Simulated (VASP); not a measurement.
## Mn: single point with PBEsol

The system is Mn.

```
CELL_PARAMETERS angstrom
2.25296 0.00000 0.00000
0.00000 2.25296 0.00000
0.00000 0.00000 2.25296
ATOMIC_POSITIONS crystal
Mn 0.00000 0.00000 0.00000
```

This isn't the form of Mn at room conditions, which is a 58-atom cubic cell.

```
Program                : VASP 6.6.1
Task                   : single point
Functional             : PBEsol
Potentials or basis    : VASP PAW PBE potentials, release 64 (Mn_pv)
Cutoff                 : 520 eV
k mesh                 : 13 × 13 × 13
Occupations            : fermi-dirac, width 0.05 eV
Spin                   : collinear spin, ferromagnetic start
Starting moments       : [3.0] μB
Dipole correction      : no
Further INCAR settings : ALGO = Normal; EDIFF = 1e-06; NBANDS = 16
```

```
Pressure                                              : 0.4 GPa
Net moment                                            : 0.26 μB per cell
Site moments                                          : Mn +0.25 μB
Valence electrons inside the program's atomic spheres : Mn 12.08
```

Levels at points of the mesh, in eV from the Fermi level:
Spin up:
```
           k point  band 3  band 4  band 5  band 6  band 7  band 8  band 9  band 10  band 11  band 12
(0.00, 0.00, 0.00)  -47.67   -8.23   -3.92   -3.92    1.60    1.60    1.60    20.79    20.79    20.79
```
Spin down:
```
           k point  band 3  band 4  band 5  band 6  band 7  band 8  band 9  band 10
(0.00, 0.00, 0.00)  -47.39   -8.17   -3.78   -3.78    1.93    1.93    1.93    20.88
```

Wall time 22 s on 1 thread of Intel(R) Xeon(R) Platinum 8375C CPU @ 2.90GHz (Ice Lake), with other jobs on the host, peak memory 0.14 GiB.

Caveat: the PAW data sets were made with another functional, which shifts forces and pressure a little.
